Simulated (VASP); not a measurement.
A run of VASP 6.6.1 is set up as follows.

File INCAR:

```
SYSTEM = C
PREC = Accurate
ENCUT = 600
EDIFF = 1E-6
ISMEAR = -1
SIGMA = 0.05
LREAL = .False.
LASPH = .True.
NELM = 120
ALGO = Normal
ISIF = 2
LWAVE = .False.
LCHARG = .False.
GGA = PE
NBANDS = 11
GGA_COMPAT = .False.
```

KPOINTS

```
Automatic mesh
0
Gamma
  12 12 3
  0 0 0
```

File POSCAR:

```
C
1.0
    2.4229746043      0.0000000000      0.0000000000
   -1.2114873021      2.0983575600      0.0000000000
    0.0000000000      0.0000000000      8.4086027063
C
2
Direct
    0.6666666667      0.3333333333      0.0000000000
    0.3333333333      0.6666666667      0.0000000000
```

Potentials or basis: VASP PAW PBE potentials, release 64 (C).

Launch:

```sh
$ cat potpaw_PBE.64/C/POTCAR > POTCAR
$ mpirun -np 1 vasp_std > vasp.out
```

Task: Estimate the band gap on the k mesh.

Result: Zero (filled and empty bands touch).
